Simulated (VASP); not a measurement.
# Ca (Im-3m) in VASP: notebook

Ca is run at these levels: BLYP; tasks: single point.

All numbers are computed with VASP 6.6.1; they aren't measurements. Logs are shortened: lines on timing, memory, paths and dates and some standing lists are left out, and cuts for length are marked.

### Step 1. The cell of the first run

It takes space group Im-3m (No. 229, cubic). The conventional cell has a = 4.333 Å, b = 4.333 Å, c = 4.333 Å, α = 90.00°, β = 90.00°, γ = 90.00°. Ca (site symmetry m-3m) has 14 Ca at 3.75 to 4.33 Å within 4.9 Å.

### Step 2. Single point, BLYP (volume scaled by 0.96)

The input, INCAR:

```
SYSTEM = Ca
  PREC = Accurate
  ENCUT = 520
  EDIFF = 1E-6
  ISMEAR = -1
  SIGMA = 0.1
  LREAL = .False.
  LASPH = .True.
  NELM = 100
  ALGO = Normal
  ISIF = 2
  LWAVE = .False.
  LCHARG = .False.
  GGA = B5
  ALDAX = 1.0
  AGGAX = 1.0
  AGGAC = 1.0
  ALDAC = 0.0
  NBANDS = 11
```

The input, KPOINTS:

```
Automatic mesh
0
Gamma
  11 11 11
  0 0 0
```

The input, POSCAR:

```
Ca
1.0
   -2.1664678769      2.1664678769      2.1664678769
    2.1664678769     -2.1664678769      2.1664678769
    2.1664678769      2.1664678769     -2.1664678769
Ca
1
Direct
    0.0000000000      0.0000000000      0.0000000000
```

Potentials or basis: VASP PAW PBE potentials, release 64 (Ca_sv).

Command:

```console
$ cat potpaw_PBE.64/Ca_sv/POTCAR > POTCAR
$ mpirun -np 1 vasp_std > vasp.out
```

OUTCAR:

```text
SYSTEM = Ca
   PREC = Accurate
   ENCUT = 520
   EDIFF = 1E-6
   ISMEAR = -1
   LREAL = .False.
   LASPH = .True.
   NELM = 100
   ISIF = 2
   GGA = B5

 ion  position               nearest neighbor table
   1  0.000  0.000  0.000-

  LATTYP: Found a body centered cubic cell.
 ALAT       =     4.3329357538

  Lattice vectors:

 A1 = (  -2.1664678769,   2.1664678769,   2.1664678769)
 A2 = (   2.1664678769,  -2.1664678769,   2.1664678769)
 A3 = (   2.1664678769,   2.1664678769,  -2.1664678769)

Analysis of symmetry for initial positions (statically):
=====================================================================
 Subroutine PRICEL returns:
 Original cell was already a primitive cell.

 Routine SETGRP: Setting up the symmetry group for a
 body centered cubic supercell.

 Subroutine GETGRP returns: Found 48 space group operations
 (whereof 48 operations were pure point group operations)
 out of a pool of 48 trial point group operations.

The static configuration has the point symmetry O_h .

Analysis of symmetry for dynamics (positions and initial velocities):
=====================================================================
 Subroutine PRICEL returns:
 Original cell was already a primitive cell.

 Routine SETGRP: Setting up the symmetry group for a
 body centered cubic supercell.

 Subroutine GETGRP returns: Found 48 space group operations
 (whereof 48 operations were pure point group operations)
 out of a pool of 48 trial point group operations.

The dynamic configuration has the point symmetry O_h .

 Subroutine INISYM returns: Found 48 space group operations
 (whereof 48 operations are pure point group operations),
 and found     1 'primitive' translations

----------------------------------------------------------------------------------------

                                     Primitive cell

  volume of cell :      40.6740

  direct lattice vectors                    reciprocal lattice vectors
    -2.166467877  2.166467877  2.166467877     0.000000000  0.230790406  0.230790406
     2.166467877 -2.166467877  2.166467877     0.230790406  0.000000000  0.230790406
     2.166467877  2.166467877 -2.166467877     0.230790406  0.230790406  0.000000000

  length of vectors
     3.752432436  3.752432436  3.752432436     0.326386922  0.326386922  0.326386922

  position of ions in fractional coordinates (direct lattice)
[... 80 lines left out ...]
   NSW    =      0    number of steps for IOM
   IBRION =     -1    ionic relax: 0-MD 1-quasi-New 2-CG
   NFREE  =      0    steps in history (QN), initial steepest desc. (CG)
   ISIF   =      2    stress and relaxation
   ISYM   =      2    0-nonsym 1-usesym 2-fastsym
   POTIM  = 0.5000    time-step for ionic-motion
   TEBEG  =    0.0;   TEEND  =   0.0 temperature during run
   PSTRESS=    0.0 pullay stress
   NELECT =      10.0000    total number of electrons
   NUPDOWN=      -1.0000    fix difference up-down
   EMIN   =  10.00;   EMAX   =-10.00  energy-range for DOS
   EFERMI =   0.00;   METHOD = LEGACY
   ISMEAR =    -1;   SIGMA  =   0.10  broadening in eV -4-tet -1-fermi 0-gaus
   EFERMI_NEDOS =   21; number of points for ismear=-14 and -15
   IALGO  =     38    algorithm
   IMIX   =      4    mixing-type and parameters
     AMIX     =   0.40;   BMIX     =  1.00
     AMIX_MAG =   1.60;   BMIX_MAG =  1.00
  volume/ion in A,a.u.               =      40.67       274.48
  Fermi-wavevector in a.u.,A,eV,Ry     =   1.025579  1.938064 14.310783  1.051813
  Thomas-Fermi vector in A             =   2.159427
   LORBIT       =      0    0 simple, 1 ext, 2 COOP (PROOUT), +10 PAW based schemes
   GGA     = B5    functional components
   LHFCALC =     F    Hartree Fock is set to
   AEXX    =    0.0000 exact exchange contribution
   IVDW    =     0    specifies the selected vdW correction
   LEPSILON=     F    determine dielectric tensor
   LRPA    =     F    only Hartree local field effects (RPA)
 non-spin polarized calculation
  energy-cutoff  :      520.00
  volume of cell :       40.67
 maximum number of plane-waves:      1112
   NGX = 13   NGY = 13   NGZ = 13

 number of electron      10.0000003 magnetization

 Free energy of the ion-electron system (eV)
  ---------------------------------------------------
  ext. energy  EPLUGINS =         0.00000000
  ---------------------------------------------------
  free energy    TOTEN  =        -1.24726796 eV

  energy without entropy =       -1.19976485  energy(sigma->0) =       -1.22351641

 E-fermi :   2.5734     XC(G=0):  -7.4178

 val. band max:        2.5712644552   @ k =  -0.4545   0.4545   0.4545
 cond. band min:       2.5799150613   @ k =  -0.4545  -0.4545   0.2727
 fundamental gap:      0.0086506061
 Fermi energy:         2.5734142630

 k-point     1 :       0.0000    0.0000    0.0000
  band No.  band energies     occupation
      1     -39.3722      2.00000
      2     -20.4037      2.00000
      3     -20.4037      2.00000
      4     -20.4037      2.00000
      5      -1.4894      2.00000
      6       4.7519      0.00000
      7       4.7519      0.00000
      8       4.7519      0.00000
      9       5.8025      0.00000
     10       5.8025      0.00000
     11      13.1075      0.00000
[... 309 lines left out ...]
 k-point    24 :       0.3636    0.1818    0.0909
  band No.  band energies     occupation
      1     -39.3534      2.00000
      2     -20.5349      2.00000
      3     -20.4758      2.00000
      4     -20.4284      2.00000
      5       2.2913      1.88758
      6       2.7222      0.36860
      7       3.3830      0.00061
      8       5.9095      0.00000
      9       6.0930      0.00000
     10       7.2574      0.00000
     11       7.4575      0.00000

 [... further k-points ...]

------------------------ aborting loop because EDIFF is reached ----------------------------------------

  FORCE on cell =-STRESS in cart. coord.  units (eV):
  Direction    XX          YY          ZZ          XY          YZ          ZX
  --------------------------------------------------------------------------------------
  -------------------------------------------------------------------------------------
  Total        0.1810871      0.1810871      0.1810871      0.0000000      0.0000000     -0.0000000
  in kB        7.1331499      7.1331499      7.1331499      0.0000000      0.0000000     -0.0000000
  external PRESSURE =       7.1331499 kB  Pullay stress =       0.0000000 kB

 VOLUME and BASIS-vectors are now :
 -----------------------------------------------------------------------------
  energy-cutoff  :      520.00
  volume of cell :       40.67
      direct lattice vectors                 reciprocal lattice vectors
    -2.166467877  2.166467877  2.166467877     0.000000000  0.230790406  0.230790406
     2.166467877 -2.166467877  2.166467877     0.230790406  0.000000000  0.230790406
     2.166467877  2.166467877 -2.166467877     0.230790406  0.230790406  0.000000000

 POSITION                                       TOTAL-FORCE (eV/Angst)
 -----------------------------------------------------------------------------------
      0.00000      0.00000      0.00000        -0.000000      0.000000     -0.000000
 -----------------------------------------------------------------------------------
    total drift:                               -0.000000      0.000000      0.000000

  FREE ENERGIE OF THE ION-ELECTRON SYSTEM (eV)
  ---------------------------------------------------
  free  energy   TOTEN  =        -1.2472679628 eV

  energy  without entropy=       -1.1997648534  energy(sigma->0) =       -1.22351641
```

Wall time 19 s (1 thread of AMD EPYC 9R45 (Zen 5), shared host); peak memory 0.14 GiB.

What came out:

- Free energy: -1.2473 eV
- Pressure: 0.7 GPa
- Band gap on the k mesh: zero (band 5 reaches 2.87 eV, above the bottom of band 6 at 2.57 eV)

Levels at points of the mesh, in eV from the Fermi level:
```csv
k point,band 3,band 4,band 5,band 6,band 7,band 8
"(0.00, 0.00, 0.00)",-22.98,-22.98,-4.06,2.18,2.18,2.18
```

Caveat: the cell differs from its parent crystal (volume scaled by 0.96); the PAW data sets were made with another functional, which shifts forces and pressure a little.

### Step 3. Single point, BLYP

This run uses another cell than the first one, of 42.37 Å³/atom, 1.042 times its volume.

The input, INCAR:

```
SYSTEM = Ca
PREC     = Accurate       ! precision mode
ENCUT    = 520            ! plane-wave cutoff, eV
EDIFF    = 1E-7           ! SCF threshold, eV
ISMEAR   = -1             ! smearing method
SIGMA    = 0.1            ! smearing width, eV
LREAL    = .False.        ! projectors in reciprocal space
LASPH    = .True.         ! aspherical terms in the spheres
NELM     = 100            ! most SCF steps
ALGO     = Normal         ! electronic algorithm
ISIF     = 2              ! what is computed and relaxed
LWAVE    = .False.        ! write WAVECAR
LCHARG   = .False.        ! write CHGCAR
GGA      = B5             ! functional
ALDAX    = 1.0          
AGGAX    = 1.0          
AGGAC    = 1.0          
ALDAC    = 0.0          
NBANDS   = 11             ! bands
```

The input, KPOINTS:

```
regular mesh
0
Gamma
  11 11 11
  0 0 0
```

The input, POSCAR:

```
Ca
1.0
   -2.1961492074      2.1961492074      2.1961492074
    2.1961492074     -2.1961492074      2.1961492074
    2.1961492074      2.1961492074     -2.1961492074
Ca
1
Direct
    0.0000000000      0.0000000000      0.0000000000
```

Potentials or basis: VASP PAW PBE potentials, release 64 (Ca_sv).

Command:

```console
$ cat potpaw_PBE.64/Ca_sv/POTCAR > POTCAR
$ mpirun -np 1 vasp_std > vasp.out
```

Run time: 18 s. Hardware: 1 thread of AMD EPYC 9R45 (Zen 5), shared host; peak memory 0.13 GiB.

The run converged. Its results:

| Quantity | Value |
| --- | --- |
| Free energy | -1.2514 eV |
| Pressure | 0.0 GPa |
| Band gap on the k mesh | zero (band 5 reaches 2.70 eV, above the bottom of band 6 at 2.44 eV) |

Levels at points of the mesh, in eV from the Fermi level:
```tsv
k point	band 1	band 2	band 3	band 4	band 5	band 6	band 7	band 8	band 9	band 10
(0.00, 0.00, 0.00)	-42.04	-23.08	-23.08	-23.08	-4.00	2.11	2.11	2.11	3.12	3.12
```

Caveat: the PAW data sets were made with another functional, which shifts forces and pressure a little.

### Step 4. Single point, BLYP (volume scaled by 1.04)

The input, INCAR:

```
SYSTEM = Ca
PREC = Accurate
ENCUT = 520
EDIFF = 1E-6
ISMEAR = -1
SIGMA = 0.1
LREAL = .FALSE.
LASPH = .TRUE.
NELM = 100
ALGO = Normal
ISIF = 2
LWAVE = .FALSE.
LCHARG = .FALSE.
GGA = B5
ALDAX = 1.0
AGGAX = 1.0
AGGAC = 1.0
ALDAC = 0.0
NBANDS = 11
```

The input, KPOINTS:

```
Automatic mesh
0
G
  11 11 11
  0 0 0
```

The input, POSCAR:

```
Ca
1.0
   -2.2250492217      2.2250492217      2.2250492217
    2.2250492217     -2.2250492217      2.2250492217
    2.2250492217      2.2250492217     -2.2250492217
Ca
1
Direct
    0.0000000000      0.0000000000      0.0000000000
```

Command:

```console
$ cat potpaw_PBE.64/Ca_sv/POTCAR > POTCAR
$ mpirun -np 1 vasp_std > vasp.out
```

Run time: 21 s. Hardware: 1 thread of AMD EPYC 9R45 (Zen 5), shared host; peak memory 0.15 GiB.

Results (log left out):

```
Free energy            : -1.2488 eV
Pressure               : -0.6 GPa
Band gap on the k mesh : zero (band 5 reaches 2.53 eV, above the bottom of band 6 at 2.29 eV)
```

Levels at points of the mesh, in eV from the Fermi level:
```
           k point  band 2  band 3  band 4  band 5  band 6  band 7  band 8  band 9
(0.00, 0.00, 0.00)  -23.18  -23.18  -23.18   -3.93    2.05    2.05    2.05    3.02
```

Caveat: the cell differs from its parent crystal (volume scaled by 1.04); the PAW data sets were made with another functional, which shifts forces and pressure a little.

### Step 5. Single point, BLYP (volume scaled by 1.08)

The input, INCAR:

```
  PREC = Accurate
  ENCUT = 520
  EDIFF = 1E-6
  ISMEAR = -1
  SIGMA = 0.1
  LREAL = F
  LASPH = T
  NELM = 100
  ALGO = Normal
  ISIF = 2
  LWAVE = F
  LCHARG = T
  GGA = B5
  ALDAX = 1.0
  AGGAX = 1.0
  AGGAC = 1.0
  ALDAC = 0.0
  LELF = T
  LVHAR = T
  NBANDS = 11
```

The input, KPOINTS:

```
regular mesh
0
Gamma
  11 11 11
```

The input, POSCAR:

```
Ca
1.0
   -2.2532173920      2.2532173920      2.2532173920
    2.2532173920     -2.2532173920      2.2532173920
    2.2532173920      2.2532173920     -2.2532173920
Ca
1
Direct
    0.0000000000      0.0000000000      0.0000000000
```

Potentials or basis: VASP PAW PBE potentials, release 64 (Ca_sv).

Command:

```console
$ cat potpaw_PBE.64/Ca_sv/POTCAR > POTCAR
$ mpirun -np 1 vasp_std > vasp.out
```

OUTCAR:

```text
PREC = Accurate
   ENCUT = 520
   EDIFF = 1E-6
   ISMEAR = -1
   LREAL = F
   LASPH = T
   NELM = 100
   ISIF = 2
   GGA = B5

 ion  position               nearest neighbor table
   1  0.000  0.000  0.000-

  LATTYP: Found a body centered cubic cell.
 ALAT       =     4.5064347840

  Lattice vectors:

 A1 = (  -2.2532173920,   2.2532173920,   2.2532173920)
 A2 = (   2.2532173920,  -2.2532173920,   2.2532173920)
 A3 = (   2.2532173920,   2.2532173920,  -2.2532173920)

Analysis of symmetry for initial positions (statically):
=====================================================================
 Subroutine PRICEL returns:
 Original cell was already a primitive cell.

 Routine SETGRP: Setting up the symmetry group for a
 body centered cubic supercell.

 Subroutine GETGRP returns: Found 48 space group operations
 (whereof 48 operations were pure point group operations)
 out of a pool of 48 trial point group operations.

The static configuration has the point symmetry O_h .

Analysis of symmetry for dynamics (positions and initial velocities):
=====================================================================
 Subroutine PRICEL returns:
 Original cell was already a primitive cell.

 Routine SETGRP: Setting up the symmetry group for a
 body centered cubic supercell.

 Subroutine GETGRP returns: Found 48 space group operations
 (whereof 48 operations were pure point group operations)
 out of a pool of 48 trial point group operations.

The dynamic configuration has the point symmetry O_h .

 Subroutine INISYM returns: Found 48 space group operations
 (whereof 48 operations are pure point group operations),
 and found     1 'primitive' translations

----------------------------------------------------------------------------------------

                                     Primitive cell

  volume of cell :      45.7582

[... 111 lines left out ...]
   GGA     = B5    functional components
   LHFCALC =     F    Hartree Fock is set to
   AEXX    =    0.0000 exact exchange contribution
   IVDW    =     0    specifies the selected vdW correction
   LEPSILON=     F    determine dielectric tensor
   LRPA    =     F    only Hartree local field effects (RPA)
 non-spin polarized calculation
  energy-cutoff  :      520.00
  volume of cell :       45.76
 maximum number of plane-waves:      1253
 NGX is ok and might be reduce to    30
   NGX = 15   NGY = 15   NGZ = 15

 number of electron      10.0000000 magnetization

 Free energy of the ion-electron system (eV)
  ---------------------------------------------------
  ext. energy  EPLUGINS =         0.00000000
  ---------------------------------------------------
  free energy    TOTEN  =        -1.24058097 eV

  energy without entropy =       -1.19087160  energy(sigma->0) =       -1.21572628

 E-fermi :   2.1151     XC(G=0):  -7.0592

 val. band max:        2.0620153829   @ k =  -0.4545   0.4545   0.3636
 cond. band min:       2.1415287022   @ k =  -0.4545  -0.4545   0.0909
 fundamental gap:      0.0795133193
 Fermi energy:         2.1150911530

 k-point     1 :       0.0000    0.0000    0.0000
  band No.  band energies     occupation
      1     -40.1073      2.00000
      2     -21.1528      2.00000
      3     -21.1528      2.00000
      4     -21.1528      2.00000
      5      -1.7500      2.00000
      6       4.1070      0.00000
      7       4.1070      0.00000
      8       4.1070      0.00000
      9       5.0456      0.00000
     10       5.0456      0.00000
     11      12.0615      0.00000
[... 309 lines left out ...]
 k-point    24 :       0.3636    0.1818    0.0909
  band No.  band energies     occupation
      1     -40.0965      2.00000
      2     -21.2379      2.00000
      3     -21.1999      2.00000
      4     -21.1686      2.00000
      5       1.8312      1.88950
      6       2.2017      0.59211
      7       2.8919      0.00085
      8       5.1084      0.00000
      9       5.2806      0.00000
     10       6.1057      0.00000
     11       6.4632      0.00000

 [... further k-points ...]

------------------------ aborting loop because EDIFF is reached ----------------------------------------

  FORCE on cell =-STRESS in cart. coord.  units (eV):
  Direction    XX          YY          ZZ          XY          YZ          ZX
  --------------------------------------------------------------------------------------
  -------------------------------------------------------------------------------------
  Total       -0.2970484     -0.2970484     -0.2970484      0.0000000     -0.0000000      0.0000000
  in kB      -10.4008441    -10.4008441    -10.4008441      0.0000000     -0.0000000      0.0000000
  external PRESSURE =     -10.4008441 kB  Pullay stress =       0.0000000 kB

 VOLUME and BASIS-vectors are now :
 -----------------------------------------------------------------------------
  energy-cutoff  :      520.00
  volume of cell :       45.76
      direct lattice vectors                 reciprocal lattice vectors
    -2.253217392  2.253217392  2.253217392     0.000000000  0.221904909  0.221904909
     2.253217392 -2.253217392  2.253217392     0.221904909  0.000000000  0.221904909
     2.253217392  2.253217392 -2.253217392     0.221904909  0.221904909  0.000000000

 POSITION                                       TOTAL-FORCE (eV/Angst)
 -----------------------------------------------------------------------------------
      0.00000      0.00000      0.00000        -0.000000     -0.000000      0.000000
 -----------------------------------------------------------------------------------
    total drift:                               -0.000000     -0.000000      0.000000

  FREE ENERGIE OF THE ION-ELECTRON SYSTEM (eV)
  ---------------------------------------------------
  free  energy   TOTEN  =        -1.2405809669 eV

  energy  without entropy=       -1.1908715982  energy(sigma->0) =       -1.21572628
```

OSZICAR:

```text
N       E                     dE             d eps       ncg     rms          rms(c)
DAV:   1     0.660083938269E+02    0.66008E+02   -0.49577E+03  1232   0.812E+02
DAV:   2     0.392300359131E+00   -0.65616E+02   -0.65011E+02  1379   0.206E+02
DAV:   3    -0.118364326501E+01   -0.15759E+01   -0.15555E+01  1854   0.304E+01
DAV:   4    -0.124176009574E+01   -0.58117E-01   -0.57860E-01  1549   0.495E+00
DAV:   5    -0.124294899901E+01   -0.11889E-02   -0.11885E-02  1792   0.592E-01    0.198E+00
DAV:   6    -0.123658465386E+01    0.63643E-02   -0.19309E-02  1505   0.124E+00    0.124E+00
DAV:   7    -0.124053435983E+01   -0.39497E-02   -0.29292E-02  1485   0.148E+00    0.127E-01
DAV:   8    -0.124035995401E+01    0.17441E-03   -0.27430E-03  1527   0.541E-01    0.267E-02
DAV:   9    -0.124057580125E+01   -0.21585E-03   -0.54388E-04  1549   0.129E-01    0.166E-02
DAV:  10    -0.124058208454E+01   -0.62833E-05   -0.33997E-05  1535   0.514E-02    0.215E-03
DAV:  11    -0.124058097696E+01    0.11076E-05   -0.24373E-06  1592   0.848E-03    0.397E-04
DAV:  12    -0.124058096693E+01    0.10026E-07   -0.25141E-07   814   0.279E-03
   1 F= -.12405810E+01 E0= -.12157263E+01  d E =-.497094E-01
```

stdout:

```text
POSCAR found type information on POSCAR Ca
 POSCAR found :  1 types and       1 ions
 scaLAPACK will be used
 -----------------------------------------------------------------------------
|                                                                             |
|                                                                             |
|     You enforced a specific xc type in the INCAR file but a different       |
|     I HOPE YOU KNOW WHAT YOU ARE DOING!                                     |
|                                                                             |
 -----------------------------------------------------------------------------

 LDA part: xc-table for (Slater(with rela. corr.)+VWN5), standard interpolation
 POSCAR, INCAR and KPOINTS ok, starting setup
 FFT: planning ... GRIDC
 FFT: planning ... GRID_SOFT
 FFT: planning ... GRID
 WAVECAR not read
 entering main loop
```

It took 22 s on 1 thread of AMD EPYC 9R45 (Zen 5), shared host; peak memory 0.15 GiB.

Results:

```yaml
Free_energy: -1.2406 eV
Pressure: -1.0 GPa
Band_gap_on_the_k_mesh: zero (band 5 reaches 2.38 eV, above the bottom of band 6 at 2.14 eV)
```

Caveat: the cell differs from its parent crystal (volume scaled by 1.08); the PAW data sets were made with another functional, which shifts forces and pressure a little.

(Continued in part 2 of 2.)
